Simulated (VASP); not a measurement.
Here is a VASP 6.6.1 calculation.

The input INCAR:

```
ALGO = Fast
EDIFF = 1E-7
ENCUT = 520
GGA = PE
ISIF = 2
ISMEAR = 0
LASPH = T
LCHARG = F
LREAL = F
LWAVE = F
NBANDS = 38
NELM = 100
PREC = Accurate
SIGMA = 0.1
```

KPOINTS

```
k-points
0
Gamma
  6 6 10
```

File POSCAR:

```
AlSn4
1.0
    4.3024432836     -4.6760296685      0.0000000000
    4.3024432836      4.6760296685      0.0000000000
    0.0000000000      0.0000000000      3.4534636746
Al Sn
1 4
Direct
    0.5000000000      0.5000000000      0.5000000000
    0.8026419856      0.1973580144      0.5000000000
    0.2266121921      0.2266121921      0.0000000000
    0.7733878079      0.7733878079      0.0000000000
    0.1973580144      0.8026419856      0.5000000000
```

Potentials or basis: VASP PAW PBE potentials, release 64 (Al, Sn_d).

Command:

```sh
$ cat potpaw_PBE.64/Al/POTCAR potpaw_PBE.64/Sn_d/POTCAR > POTCAR
$ mpirun -np 1 vasp_std > vasp.out
```

Predict the pressure.

0.0 GPa.

Forces in eV/Å, atoms in the order of the input:
```
Al   0.000  0.000  0.000
Sn   0.000  0.000  0.000
Sn   0.003  0.000  0.000
Sn  -0.003  0.000  0.000
Sn   0.000  0.000  0.000
```
